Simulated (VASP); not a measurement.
# F (Im-3m) in VASP: notebook

Runs on F. Level: PBE. Tasks: single point.

Everything below comes from runs of VASP 6.6.1. Logs are shortened: lines on timing, memory, paths and dates and some standing lists are left out, and cuts for length are marked.

### Step 1. The cell of the first run

It takes space group Im-3m (No. 229, cubic). Conventional cell: a = 2.758 Å, b = 2.758 Å, c = 2.758 Å, α = 90.00°, β = 90.00°, γ = 90.00°. Within 3.2 Å of F (site symmetry m-3m) lie 14 F at 2.39 to 2.76 Å.

### Step 2. Single point, PBE

INCAR reads:

```
  ALGO = Normal
  EDIFF = 1E-6
  ENCUT = 520
  GGA = PE
  ISIF = 2
  ISMEAR = -1
  LASPH = T
  LCHARG = T
  LELF = T
  LREAL = F
  LVHAR = T
  LWAVE = F
  NBANDS = 10
  NELM = 80
  PREC = Accurate
  SIGMA = 0.06122561905347299
```

KPOINTS reads:

```
k-points
0
Gamma
  28 28 28
```

POSCAR reads:

```
F
1.0
   -1.3788135149      1.3788135149      1.3788135149
    1.3788135149     -1.3788135149      1.3788135149
    1.3788135149      1.3788135149     -1.3788135149
F
1
Direct
    0.0000000000      0.0000000000      0.0000000000
```

Potentials or basis: VASP PAW PBE potentials, release 64 (F).

Launch:

```sh
cat potpaw_PBE.64/F/POTCAR > POTCAR
mpirun -np 1 vasp_std > vasp.out
```

OUTCAR:

```text
EDIFF = 1E-6
   ENCUT = 520
   GGA = PE
   ISIF = 2
   ISMEAR = -1
   LASPH = T
   LREAL = F
   NELM = 80
   PREC = Accurate

 ion  position               nearest neighbor table
   1  0.000  0.000  0.000-

  LATTYP: Found a body centered cubic cell.
 ALAT       =     2.7576270298

  Lattice vectors:

 A1 = (  -1.3788135149,   1.3788135149,   1.3788135149)
 A2 = (   1.3788135149,  -1.3788135149,   1.3788135149)
 A3 = (   1.3788135149,   1.3788135149,  -1.3788135149)

Analysis of symmetry for initial positions (statically):
=====================================================================
 Subroutine PRICEL returns:
 Original cell was already a primitive cell.

 Routine SETGRP: Setting up the symmetry group for a
 body centered cubic supercell.

 Subroutine GETGRP returns: Found 48 space group operations
 (whereof 48 operations were pure point group operations)
 out of a pool of 48 trial point group operations.

The static configuration has the point symmetry O_h .

Analysis of symmetry for dynamics (positions and initial velocities):
=====================================================================
 Subroutine PRICEL returns:
 Original cell was already a primitive cell.

 Routine SETGRP: Setting up the symmetry group for a
 body centered cubic supercell.

 Subroutine GETGRP returns: Found 48 space group operations
 (whereof 48 operations were pure point group operations)
 out of a pool of 48 trial point group operations.

The dynamic configuration has the point symmetry O_h .

 Subroutine INISYM returns: Found 48 space group operations
 (whereof 48 operations are pure point group operations),
 and found     1 'primitive' translations

----------------------------------------------------------------------------------------

                                     Primitive cell

  volume of cell :      10.4852

  direct lattice vectors                    reciprocal lattice vectors
    -1.378813515  1.378813515  1.378813515     0.000000000  0.362630620  0.362630620
     1.378813515 -1.378813515  1.378813515     0.362630620  0.000000000  0.362630620
     1.378813515  1.378813515 -1.378813515     0.362630620  0.362630620  0.000000000

  length of vectors
     2.388175062  2.388175062  2.388175062     0.512837141  0.512837141  0.512837141

[... 75 lines left out ...]
   LASPH  =      T    aspherical Exc in radial PAW
   ENCUT  =  520.0 eV  38.22 Ry    6.18 a.u.   4.44  4.44  4.44*2*pi/ulx,y,z
   NELM   =     80;   NELMIN=  2; NELMDL= -5     # of ELM steps
   EDIFF  = 0.1E-05   stopping-criterion for ELM
   LREAL  =      F    real-space projection
   EDIFFG = 0.1E-04   stopping-criterion for IOM
   NSW    =      0    number of steps for IOM
   IBRION =     -1    ionic relax: 0-MD 1-quasi-New 2-CG
   NFREE  =      0    steps in history (QN), initial steepest desc. (CG)
   ISIF   =      2    stress and relaxation
   ISYM   =      2    0-nonsym 1-usesym 2-fastsym
   POTIM  = 0.5000    time-step for ionic-motion
   TEBEG  =    0.0;   TEEND  =   0.0 temperature during run
   PSTRESS=    0.0 pullay stress
   NELECT =       7.0000    total number of electrons
   NUPDOWN=      -1.0000    fix difference up-down
   EMIN   =  10.00;   EMAX   =-10.00  energy-range for DOS
   EFERMI =   0.00;   METHOD = LEGACY
   ISMEAR =    -1;   SIGMA  =   0.06  broadening in eV -4-tet -1-fermi 0-gaus
   EFERMI_NEDOS =   21; number of points for ismear=-14 and -15
   IALGO  =     38    algorithm
   IMIX   =      4    mixing-type and parameters
     AMIX     =   0.40;   BMIX     =  1.00
     AMIX_MAG =   1.60;   BMIX_MAG =  1.00
  volume/ion in A,a.u.               =      10.49        70.76
  Fermi-wavevector in a.u.,A,eV,Ry     =   1.430810  2.703839 27.854084  2.047217
  Thomas-Fermi vector in A             =   2.550615
   LORBIT       =      0    0 simple, 1 ext, 2 COOP (PROOUT), +10 PAW based schemes
   GGA     = PE    functional components
[... 5 lines left out ...]
 non-spin polarized calculation
  energy-cutoff  :      520.00
  volume of cell :       10.49
 maximum number of plane-waves:       321
 NGX is ok and might be reduce to    18
   NGX =  9   NGY =  9   NGZ =  9

 number of electron       7.0000011 magnetization

 Free energy of the ion-electron system (eV)
  ---------------------------------------------------
  ext. energy  EPLUGINS =         0.00000000
  ---------------------------------------------------
  free energy    TOTEN  =        -0.82729917 eV

  energy without entropy =       -0.78995521  energy(sigma->0) =       -0.80862719

 E-fermi :  -3.7346     XC(G=0): -10.1079

 val. band max:       -3.7357033297   @ k =  -0.2857   0.4286   0.0714
 cond. band min:      -3.7345133301   @ k =  -0.3214  -0.4286   0.0357
 fundamental gap:      0.0011899996
 Fermi energy:        -3.7345814685

 k-point     1 :       0.0000    0.0000    0.0000
  band No.  band energies     occupation
      1     -25.2743      2.00000
      2      -3.3208      0.00232
      3      -3.3208      0.00232
      4      -3.3208      0.00232
      5       9.6663      0.00000
      6      32.1527      0.00000
      7      32.1527      0.00000
      8      32.1527      0.00000
      9      35.1549      0.00000
     10      35.1549      0.00000
[... 287 lines left out ...]
 k-point    24 :       0.3214    0.0357    0.0000
  band No.  band energies     occupation
      1     -24.1294      2.00000
      2      -6.5164      2.00000
      3      -4.0797      1.99290
      4      -3.4344      0.01475
      5      14.1252      0.00000
      6      20.6870      0.00000
      7      25.4340      0.00000
      8      31.9217      0.00000
      9      36.4125      0.00000
     10      36.8672      0.00000

 [... further k-points ...]

------------------------ aborting loop because EDIFF is reached ----------------------------------------

  FORCE on cell =-STRESS in cart. coord.  units (eV):
  Direction    XX          YY          ZZ          XY          YZ          ZX
  --------------------------------------------------------------------------------------
  -------------------------------------------------------------------------------------
  Total       -0.1584778     -0.1584778     -0.1584778     -0.0000000      0.0000000      0.0000000
  in kB      -24.2160062    -24.2160062    -24.2160062     -0.0000000      0.0000000      0.0000000
  external PRESSURE =     -24.2160062 kB  Pullay stress =       0.0000000 kB

 VOLUME and BASIS-vectors are now :
 -----------------------------------------------------------------------------
  energy-cutoff  :      520.00
  volume of cell :       10.49
      direct lattice vectors                 reciprocal lattice vectors
    -1.378813515  1.378813515  1.378813515     0.000000000  0.362630620  0.362630620
     1.378813515 -1.378813515  1.378813515     0.362630620  0.000000000  0.362630620
     1.378813515  1.378813515 -1.378813515     0.362630620  0.362630620  0.000000000

 POSITION                                       TOTAL-FORCE (eV/Angst)
 -----------------------------------------------------------------------------------
      0.00000      0.00000      0.00000        -0.000000     -0.000000     -0.000000
 -----------------------------------------------------------------------------------
    total drift:                                0.000000      0.000000      0.000000

  FREE ENERGIE OF THE ION-ELECTRON SYSTEM (eV)
  ---------------------------------------------------
  free  energy   TOTEN  =        -0.8272991748 eV

  energy  without entropy=       -0.7899552060  energy(sigma->0) =       -0.80862719
```

OSZICAR:

```text
N       E                     dE             d eps       ncg     rms          rms(c)
DAV:   1     0.136240113348E+02    0.13624E+02   -0.37235E+03 13346   0.606E+02
DAV:   2    -0.698454315840E+00   -0.14322E+02   -0.14024E+02 14194   0.118E+02
DAV:   3    -0.826596195357E+00   -0.12814E+00   -0.12600E+00 14702   0.899E+00
DAV:   4    -0.826704815480E+00   -0.10862E-03   -0.10862E-03 13428   0.339E-01
DAV:   5    -0.826704989438E+00   -0.17396E-06   -0.17423E-06 14226   0.121E-02    0.160E-01
DAV:   6    -0.826974191351E+00   -0.26920E-03   -0.74285E-04 13542   0.192E-01    0.862E-02
DAV:   7    -0.827222173304E+00   -0.24798E-03   -0.13150E-04 13370   0.892E-02    0.404E-02
DAV:   8    -0.827297602151E+00   -0.75429E-04   -0.51399E-05 13210   0.670E-02    0.263E-03
DAV:   9    -0.827299039192E+00   -0.14370E-05   -0.44866E-07 14138   0.717E-03    0.624E-04
DAV:  10    -0.827299174803E+00   -0.13561E-06   -0.36558E-08  6744   0.150E-03
   1 F= -.82729917E+00 E0= -.80862719E+00  d E =-.373440E-01
```

stdout:

```text
POSCAR found type information on POSCAR F
 POSCAR found :  1 types and       1 ions
 scaLAPACK will be used
 LDA part: xc-table for (Slater+PW92), standard interpolation
 POSCAR, INCAR and KPOINTS ok, starting setup
 FFT: planning ... GRIDC
 FFT: planning ... GRID_SOFT
 FFT: planning ... GRID
 WAVECAR not read
 entering main loop
```

It took 23 s on 1 thread of Intel Xeon 6975P-C (Granite Rapids), shared host; peak memory 0.16 GiB.

What came out:

- Free energy: -0.8273 eV
- Pressure: -2.4 GPa

Caveat: an odd number of electrons without spin polarisation forces a metal; a magnetic or distorted state may lie lower.

(Part 1 of 2 ends here.)
